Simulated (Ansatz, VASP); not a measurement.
One calculation of ZrTi3C4, two programs

```
CELL_PARAMETERS angstrom
-2.22426 2.22426 4.42912
2.22426 -2.22426 4.42912
2.22426 2.22426 -4.42912
ATOMIC_POSITIONS crystal
Zr 0.50000 0.50000 0.00000
Ti 0.00000 0.00000 0.00000
Ti 0.75000 0.25000 0.50000
Ti 0.25000 0.75000 0.50000
C 0.24394 0.24394 0.00000
C 0.00000 0.50000 0.50000
C 0.75606 0.75606 0.00000
C 0.50000 0.00000 0.50000
```

Alike in both runs: functional PBE; k mesh 12 × 12 × 12; occupations gaussian, width 0.1 eV; no spin polarisation.

Ansatz relaxed the structure, and its values are those at the end. VASP's run is a single point on that final structure, the one shown.

|  | VASP | Ansatz |
| --- | --- | --- |
| version | VASP 6.6.1 | Ansatz 0.2.0 |
| potentials or method | VASP PAW PBE potentials, release 64 (Zr_sv, Ti_sv, C), cutoff 520 eV | scalar-relativistic, plane waves, PAW |
| valence electrons in the cell | 64 | 64 |

```csv
,VASP,Ansatz,Ansatz less VASP
gap on the k mesh at the Fermi level (eV),none,none,-
pressure (GPa),0.3,0.0,-0.27
```

A gap of «none» marks a metal or a gap that the smearing closes.
